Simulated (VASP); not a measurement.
MgF2:

```
Mg F
1.0
     4.62500    0.00000    0.00000
     0.00000    4.62500    0.00000
     0.00000    0.00000    3.05200
Mg F
2 4
Direct
  0.00000 0.00000 0.00000
  0.50000 0.50000 0.50000
  0.30300 0.30300 0.00000
  0.19700 0.80300 0.50000
  0.69700 0.69700 0.00000
  0.80300 0.19700 0.50000
```

```yaml
Program: VASP 6.6.1
Task: relaxation of cell and atoms
Functional: PBE
Potentials_or_basis: VASP PAW PBE potentials, release 64 (Mg, F)
Cutoff: 600 eV
k_mesh: 4 × 4 × 6
Occupations: gaussian, width 0.01 eV
Spin: no spin polarisation
```

At the start: pressure 3.5 GPa; volume 10.88 Å³/atom.

Task: How do energy, volume and symmetry change on relaxing?

Result: Over 5 steps the energy falls by 4.0 meV/atom and the volume is 11.26 Å³/atom (+3.5 %); space group P4_2/mnm (No. 136, to 0.1 Å) before and after.

Step by step:
| step | energy change (eV) | largest force (eV/Å) | pressure (GPa) | volume (Å³) |
| --- | --- | --- | --- | --- |
| 1 | 0.0000 | 0.0219 | 3.50 | 65.28 |
| 2 | -0.0237 | 0.0395 | -0.04 | 67.55 |
| 3 | -0.0237 | 0.0385 | 0.02 | 67.52 |
| 4 | -0.0240 | 0.0184 | 0.01 | 67.55 |
| 5 | -0.0241 | 0.0003 | 0.00 | 67.58 |

Final structure:
```cif
data_structure
_symmetry_space_group_name_H-M 'P 1'
_symmetry_Int_Tables_number 1
_cell_length_a 4.6813
_cell_length_b 4.6813
_cell_length_c 3.0836
_cell_angle_alpha 90.000
_cell_angle_beta 90.000
_cell_angle_gamma 90.000
_cell_volume 67.58
loop_
_atom_site_label
_atom_site_type_symbol
_atom_site_fract_x
_atom_site_fract_y
_atom_site_fract_z
_atom_site_occupancy
Mg1 Mg 0.00000 0.00000 0.00000 1
Mg2 Mg 0.50000 0.50000 0.50000 1
F1 F 0.30337 0.30337 0.00000 1
F2 F 0.19663 0.80337 0.50000 1
F3 F 0.69663 0.69663 0.00000 1
F4 F 0.80337 0.19663 0.50000 1
```
